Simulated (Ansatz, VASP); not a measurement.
Two plane-wave programs on BAs

```
B As
1.0
     0.00000    2.36593    2.36593
     2.36593    0.00000    2.36593
     2.36593    2.36593    0.00000
B As
1 1
Direct
  0.00000 0.00000 0.00000
  0.25000 0.25000 0.25000
```

Alike in both runs: functional LDA; k mesh 8 × 8 × 8; no spin polarisation.

Ansatz relaxed the structure, and its values are those at the end. VASP's run is a single point on that final structure, the one shown.

|  | VASP | Ansatz |
| --- | --- | --- |
| version | VASP 6.6.1 | Ansatz 0.2.0 |
| potentials or method | VASP PAW LDA potentials, release 64 (B_h, As_d) | plane waves, PAW |
| plane-wave cutoff (eV) | 1230 | 420 |
| occupations | gaussian, width 0.01 eV | fixed |
| valence electrons in the cell | 18 | 18 |

```csv
,VASP,Ansatz,Ansatz less VASP
pressure (GPa),0.4,0.0,-0.33
```

LDA's correlation is that of Perdew and Zunger in VASP and of Perdew and Wang (1992) in Ansatz.
